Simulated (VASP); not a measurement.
# InSb (xhse) (F-43m) in VASP: single point with HSE06

Aim: the single point of InSb (xhse) with HSE06.

Everything below comes from runs of VASP 6.6.1. Logs are shortened: lines on timing, memory, paths and dates and some standing lists are left out, and cuts for length are marked.

**1. The cell of the first run**

The structure is cubic, space group F-43m (No. 216). Conventional cell: a = 6.479 Å, b = 6.479 Å, c = 6.479 Å, α = 90.00°, β = 90.00°, γ = 90.00°. In (site symmetry -43m) has 4 Sb at 2.81 Å within 3.7 Å. Sb (site symmetry -43m) has 4 In at 2.81 Å within 3.7 Å.

**2. Single point, HSE06**

POSCAR

```
InSb
1.0
    0.0000000000      3.2395000000      3.2395000000
    3.2395000000      0.0000000000      3.2395000000
    3.2395000000      3.2395000000      0.0000000000
In Sb
1 1
Direct
    0.0000000000      0.0000000000      0.0000000000
    0.2500000000      0.2500000000      0.2500000000
```

INCAR.step1

```
SYSTEM = InSb
PREC = Accurate ; ENCUT = 400
EDIFF = 1E-5 ; ISMEAR = 0
SIGMA = 0.01 ; LREAL = .False.
LASPH = .True. ; NELM = 120
ALGO = Normal ; ISIF = 2
LWAVE = .True. ; LCHARG = .False.
NBANDS = 16 ; GGA = PE
GGA_COMPAT = .False.
```

INCAR.step2

```
SYSTEM = InSb
PREC = Accurate ; ENCUT = 400
EDIFF = 1E-6 ; ISMEAR = 0
SIGMA = 0.01 ; LREAL = .False.
LASPH = .True. ; NELM = 120
ALGO = Normal ; ISIF = 2
LWAVE = .False. ; LCHARG = .False.
GGA = PE ; LHFCALC = .True.
HFSCREEN = 0.2079 ; PRECFOCK = Normal
NBANDS = 16 ; ISTART = 1
GGA_COMPAT = .False.
```

KPOINTS

```
Automatic mesh
0
Gamma
  4 4 4
  0 0 0
```

Potentials or basis: VASP PAW PBE potentials, release 64 (In_d, Sb).

Run with:

```console
$ cat potpaw_PBE.64/In_d/POTCAR potpaw_PBE.64/Sb/POTCAR > POTCAR
$ cp INCAR.step1 INCAR
$ mpirun -np 1 vasp_std > vasp.out
$ cp INCAR.step2 INCAR
$ mpirun -np 1 vasp_std > vasp.out
```

OUTCAR:

```text
SYSTEM = InSb
   PREC = Accurate
   ENCUT = 400
   EDIFF = 1E-6
   ISMEAR = 0
   LREAL = .False.
   LASPH = .True.
   NELM = 120
   ISIF = 2
   GGA = PE
   LHFCALC = .True.
   HFSCREEN = 0.2079
   PRECFOCK = Normal
   ISTART = 1

 ion  position               nearest neighbor table
   1  0.000  0.000  0.000-   2 2.81   2 2.81   2 2.81   2 2.81
   2  0.250  0.250  0.250-   1 2.81   1 2.81   1 2.81   1 2.81

  LATTYP: Found a face centered cubic cell.
 ALAT       =     6.4790000000

  Lattice vectors:

 A1 = (   0.0000000000,   3.2395000000,   3.2395000000)
 A2 = (   3.2395000000,   0.0000000000,   3.2395000000)
 A3 = (   3.2395000000,   3.2395000000,   0.0000000000)

Analysis of symmetry for initial positions (statically):
=====================================================================
 Subroutine PRICEL returns:
 Original cell was already a primitive cell.

 Routine SETGRP: Setting up the symmetry group for a
 face centered cubic supercell.

 Subroutine GETGRP returns: Found 24 space group operations
 (whereof 24 operations were pure point group operations)
 out of a pool of 48 trial point group operations.

The static configuration has the point symmetry T_d .

Analysis of symmetry for dynamics (positions and initial velocities):
=====================================================================
 Subroutine PRICEL returns:
 Original cell was already a primitive cell.

 Routine SETGRP: Setting up the symmetry group for a
 face centered cubic supercell.

 Subroutine GETGRP returns: Found 24 space group operations
 (whereof 24 operations were pure point group operations)
 out of a pool of 48 trial point group operations.

The dynamic configuration has the point symmetry T_d .

 Subroutine INISYM returns: Found 24 space group operations
 (whereof 24 operations are pure point group operations),
 and found     1 'primitive' translations

----------------------------------------------------------------------------------------

                                     Primitive cell

  volume of cell :      67.9930

  direct lattice vectors                    reciprocal lattice vectors
     0.000000000  3.239500000  3.239500000    -0.154344806  0.154344806  0.154344806
     3.239500000  0.000000000  3.239500000     0.154344806 -0.154344806  0.154344806
     3.239500000  3.239500000  0.000000000     0.154344806  0.154344806 -0.154344806

  length of vectors
     4.581344835  4.581344835  4.581344835     0.267333046  0.267333046  0.267333046

  position of ions in fractional coordinates (direct lattice)
     0.000000000  0.000000000  0.000000000
     0.250000000  0.250000000  0.250000000

  ion indices of the primitive-cell ions
   primitive index   ion index
                 1           1
                 2           2

----------------------------------------------------------------------------------------

 KPOINTS: Automatic mesh

Automatic generation of k-mesh.
 Grid dimensions read from file:
 generate k-points for:    4    4    4

 Generating k-lattice:

  Cartesian coordinates                     Fractional coordinates (reciprocal lattice)
    -0.038586202  0.038586202  0.038586202     0.250000000  0.000000000  0.000000000
     0.038586202 -0.038586202  0.038586202     0.000000000  0.250000000  0.000000000
     0.038586202  0.038586202 -0.038586202     0.000000000  0.000000000  0.250000000

  Length of vectors
     0.066833262  0.066833262  0.066833262

  Shift w.r.t. Gamma in fractional coordinates (k-lattice)
     0.000000000  0.000000000  0.000000000

 Subroutine IBZKPT returns following result:
 ===========================================

 Found      8 irreducible k-points:

 Following reciprocal coordinates:
            Coordinates               Weight
  0.000000  0.000000  0.000000      1.000000
  0.250000  0.000000  0.000000      8.000000
  0.500000  0.000000  0.000000      4.000000
  0.250000  0.250000  0.000000      6.000000
  0.500000  0.250000  0.000000     24.000000
 -0.250000  0.250000  0.000000     12.000000
  0.500000  0.500000  0.000000      3.000000
 -0.250000  0.500000  0.250000      6.000000
   k-points           NKPTS =      8   k-points in BZ     NKDIM =     64   number of bands    NBANDS=     16
   number of dos      NEDOS =    301   number of ions     NIONS =      2
   total plane-waves  NPLWV =  27000
   dimension x,y,z NGX =    30 NGY =   30 NGZ =   30
   dimension x,y,z NGXF=    60 NGYF=   60 NGZF=   60
   ions per type =               1   1
   NGX,Y,Z   is equivalent  to a cutoff of  10.89, 10.89, 10.89 a.u.
   NGXF,Y,Z  is equivalent  to a cutoff of  21.77, 21.77, 21.77 a.u.
 SYSTEM =  InSb
   PREC   = accura    normal or accurate (medium, high low for compatibility)
   ISTART =      1    job   : 0-new  1-cont  2-samecut
   ICHARG =      0    charge: 1-file 2-atom 10-const
   ISPIN  =      1    spin polarized calculation?
   LNONCOLLINEAR =      F non collinear calculations
   LSORBIT =      F    spin-orbit coupling
   LASPH  =      T    aspherical Exc in radial PAW
   ENCUT  =  400.0 eV  29.40 Ry    5.42 a.u.   7.47  7.47  7.47*2*pi/ulx,y,z
   NELM   =    120;   NELMIN=  2; NELMDL=  0     # of ELM steps
   EDIFF  = 0.1E-05   stopping-criterion for ELM
   LREAL  =      F    real-space projection
   EDIFFG = 0.1E-04   stopping-criterion for IOM
   NSW    =      0    number of steps for IOM
   IBRION =     -1    ionic relax: 0-MD 1-quasi-New 2-CG
   NFREE  =      0    steps in history (QN), initial steepest desc. (CG)
   ISIF   =      2    stress and relaxation
   ISYM   =      3    0-nonsym 1-usesym 2-fastsym
   POTIM  = 0.5000    time-step for ionic-motion
   TEBEG  =    0.0;   TEEND  =   0.0 temperature during run
   PSTRESS=    0.0 pullay stress
   NELECT =      18.0000    total number of electrons
   NUPDOWN=      -1.0000    fix difference up-down
   EMIN   =  10.00;   EMAX   =-10.00  energy-range for DOS
   EFERMI =   0.00;   METHOD = LEGACY
   ISMEAR =     0;   SIGMA  =   0.01  broadening in eV -4-tet -1-fermi 0-gaus
   EFERMI_NEDOS =   21; number of points for ismear=-14 and -15
   IALGO  =     38    algorithm
   IMIX   =      1    mixing-type and parameters
     AMIX     =   0.40;   BMIX     =  1.00
     AMIX_MAG =   1.60;   BMIX_MAG =  1.00
  volume/ion in A,a.u.               =      34.00       229.42
  Fermi-wavevector in a.u.,A,eV,Ry     =   1.051181  1.986445 15.034198  1.104982
  Thomas-Fermi vector in A             =   2.186214
   LORBIT       =      0    0 simple, 1 ext, 2 COOP (PROOUT), +10 PAW based schemes
   GGA     = PE    functional components
   LHFCALC =     T    Hartree Fock is set to
   PRECFOCK=normal    Normal, Fast or Accurate (Low or Medium for compatibility)
   ENCUT4O =  -1.0   cutoff for four orbital integrals eV
   NKREDX  =     1    reduce k-point grid by
   NKREDY  =     1    reduce k-point grid by
   NKREDZ  =     1    reduce k-point grid by
   AEXX    =    0.2500 exact exchange contribution
   HFSCREEN=    0.2079 screening length (either q_TF or 0.3 A-1)
   HFSCREENC=   0.2079 screening length for correlation (either q_TF or 0.3 A-1)
   ENCUTFOCK=  -1.0 apply spherical cutoff to Coloumb kernel
   IVDW    =     0    specifies the selected vdW correction
   LEPSILON=     F    determine dielectric tensor
   LRPA    =     F    only Hartree local field effects (RPA)
 non-spin polarized calculation
 Gauss-broadening in eV      SIGMA  =   0.01
  energy-cutoff  :      400.00
  volume of cell :       67.99
 maximum number of plane-waves:      1243
 NGX is ok and might be reduce to    30
  NGX = 24; NGY = 24; NGZ = 24

 number of electron      18.0000017 magnetization

 Free energy of the ion-electron system (eV)
  ---------------------------------------------------
  ext. energy  EPLUGINS =         0.00000000
  ---------------------------------------------------
  free energy    TOTEN  =        -8.33409143 eV

  energy without entropy =       -8.33409143  energy(sigma->0) =       -8.33409143

 E-fermi :   4.7699     XC(G=0):  -7.2471

 val. band max:        4.7177252540   @ k =   0.0000   0.0000   0.0000
 cond. band min:       5.2821030489   @ k =   0.0000   0.0000   0.0000
 fundamental gap:      0.5643777948
 Fermi energy:         4.7698724218

 k-point     1 :       0.0000    0.0000    0.0000
  band No.  band energies     occupation
      1     -11.6730      2.00000
      2     -11.6730      2.00000
      3     -11.6730      2.00000
      4     -11.5824      2.00000
      5     -11.5824      2.00000
      6      -6.9901      2.00000
      7       4.7177      2.00000
      8       4.7177      2.00000
      9       4.7177      2.00000
     10       5.2821      0.00000
     11       8.3637      0.00000
     12       8.3637      0.00000
     13       8.3637      0.00000
     14      11.3164      0.00000
     15      13.8337      0.00000
     16      13.8337      0.00000

 k-point     2 :       0.2500    0.0000    0.0000
  band No.  band energies     occupation
      1     -11.6931      2.00000
      2     -11.6623      2.00000
      3     -11.6623      2.00000
      4     -11.5825      2.00000
      5     -11.5825      2.00000
      6      -6.3943      2.00000
      7       0.9260      2.00000
      8       4.0847      2.00000
      9       4.0847      2.00000
     10       6.2592      0.00000
     11       9.1436      0.00000
     12       9.1436      0.00000
     13      10.2723      0.00000
     14      12.4532      0.00000
     15      12.8113      0.00000
     16      12.8113      0.00000

 k-point     3 :       0.5000    0.0000    0.0000
  band No.  band energies     occupation
      1     -11.7130      2.00000
      2     -11.6536      2.00000
      3     -11.6536      2.00000
      4     -11.5808      2.00000
      5     -11.5808      2.00000
      6      -5.4694      2.00000
      7      -1.3508      2.00000
      8       3.6352      2.00000
      9       3.6352      2.00000
     10       5.9089      0.00000
     11       9.2440      0.00000
     12       9.2440      0.00000
     13      11.6143      0.00000
     14      14.0278      0.00000
     15      14.9006      0.00000
     16      14.9006      0.00000

 k-point     4 :       0.2500    0.2500    0.0000
  band No.  band energies     occupation
      1     -11.7110      2.00000
      2     -11.6508      2.00000
      3     -11.6508      2.00000
      4     -11.5908      2.00000
      5     -11.5780      2.00000
      6      -6.1842      2.00000
      7       0.8946      2.00000
      8       3.1900      2.00000
      9       3.1900      2.00000
     10       6.8972      0.00000
     11       7.9411      0.00000
     12      10.8786      0.00000
     13      10.8786      0.00000
     14      11.5525      0.00000
     15      14.5008      0.00000
     16      14.5345      0.00000

 k-point     5 :       0.5000    0.2500    0.0000
  band No.  band energies     occupation
      1     -11.7271      2.00000
      2     -11.6430      2.00000
      3     -11.6401      2.00000
      4     -11.5911      2.00000
      5     -11.5780      2.00000
      6      -5.1974      2.00000
      7      -1.1319      2.00000
      8       1.8883      2.00000
      9       2.8507      2.00000
     10       7.1113      0.00000
     11       9.1879      0.00000
     12      10.5470      0.00000
     13      11.1843      0.00000
     14      14.0835      0.00000
     15      15.1155      0.00000
     16      15.4453      0.00000

 k-point     6 :      -0.2500    0.2500    0.0000
  band No.  band energies     occupation
      1     -11.7147      2.00000
      2     -11.6500      2.00000
      3     -11.6490      2.00000
      4     -11.5843      2.00000
      5     -11.5827      2.00000
      6      -5.5654      2.00000
      7      -0.5463      2.00000
      8       1.7947      2.00000
      9       3.5827      2.00000
     10       7.4553      0.00000
     11       9.9600      0.00000
     12      10.0453      0.00000
     13      10.2475      0.00000
     14      12.3289      0.00000
     15      13.9221      0.00000
     16      15.5948      0.00000

 k-point     7 :       0.5000    0.5000    0.0000
  band No.  band energies     occupation
      1     -11.7455      2.00000
      2     -11.6280      2.00000
      3     -11.6280      2.00000
      4     -11.6015      2.00000
      5     -11.5736      2.00000
      6      -4.7808      2.00000
      7      -1.6685      2.00000
      8       2.2721      2.00000
      9       2.2721      2.00000
     10       6.6274      0.00000
     11       6.6521      0.00000
     12      14.0073      0.00000
     13      14.0073      0.00000
     14      14.6164      0.00000
     15      15.8814      0.00000
     16      16.2545      0.00000

 k-point     8 :      -0.2500    0.5000    0.2500
  band No.  band energies     occupation
      1     -11.7327      2.00000
      2     -11.6426      2.00000
      3     -11.6307      2.00000
      4     -11.5915      2.00000
      5     -11.5802      2.00000
      6      -4.7410      2.00000
      7      -1.5392      2.00000
      8       1.6421      2.00000
      9       1.7984      2.00000
     10       9.0492      0.00000
     11       9.3632      0.00000
     12       9.7860      0.00000
     13      10.3817      0.00000
     14      14.8605      0.00000
     15      15.5394      0.00000
     16      16.2470      0.00000

------------------------ aborting loop because EDIFF is reached ----------------------------------------

  FORCE on cell =-STRESS in cart. coord.  units (eV):
  Direction    XX          YY          ZZ          XY          YZ          ZX
  --------------------------------------------------------------------------------------
  -------------------------------------------------------------------------------------
  Total        0.4701126      0.4701126      0.4701126      0.0000000      0.0000000     -0.0000000
  in kB       11.0776718     11.0776718     11.0776718      0.0000000      0.0000000     -0.0000000
  external PRESSURE =      11.0776718 kB  Pullay stress =       0.0000000 kB

 VOLUME and BASIS-vectors are now :
 -----------------------------------------------------------------------------
  energy-cutoff  :      400.00
  volume of cell :       67.99
      direct lattice vectors                 reciprocal lattice vectors
     0.000000000  3.239500000  3.239500000    -0.154344806  0.154344806  0.154344806
     3.239500000  0.000000000  3.239500000     0.154344806 -0.154344806  0.154344806
     3.239500000  3.239500000  0.000000000     0.154344806  0.154344806 -0.154344806

 POSITION                                       TOTAL-FORCE (eV/Angst)
 -----------------------------------------------------------------------------------
      0.00000      0.00000      0.00000        -0.000000     -0.000000     -0.000000
      1.61975      1.61975      1.61975         0.000000      0.000000      0.000000
 -----------------------------------------------------------------------------------
    total drift:                               -0.000045     -0.000035     -0.000031

  FREE ENERGIE OF THE ION-ELECTRON SYSTEM (eV)
  ---------------------------------------------------
  free  energy   TOTEN  =        -8.3340914275 eV

  energy  without entropy=       -8.3340914275  energy(sigma->0) =       -8.33409143
```

Wall time 6.6 min (1 thread of Intel Xeon Platinum 8375C at 2.90GHz (Ice Lake), shared host); peak memory 0.28 GiB.

Results:

```yaml
Free_energy: -8.3341 eV
Pressure: 1.1 GPa
Band_gap_on_the_k_mesh: 0.56 eV, direct
```

Levels at points of the mesh, in eV from the valence-band top:
```tsv
k point	band 5	band 6	band 7	band 8	band 9	band 10	band 11	band 12	band 13	band 14
(0.00, 0.00, 0.00)	-16.30	-11.71	0.00	0.00	0.00	0.56	3.65	3.65	3.65	6.60
(0.50, 0.00, 0.00)	-16.30	-10.19	-6.07	-1.08	-1.08	1.19	4.53	4.53	6.90	9.31
(0.50, 0.50, 0.00)	-16.29	-9.50	-6.39	-2.45	-2.45	1.91	1.93	9.29	9.29	9.90
```

Caveat: the PAW data sets were made with another functional, which shifts forces and pressure a little; spin-orbit coupling is left out, which moves the levels of the heavy elements.
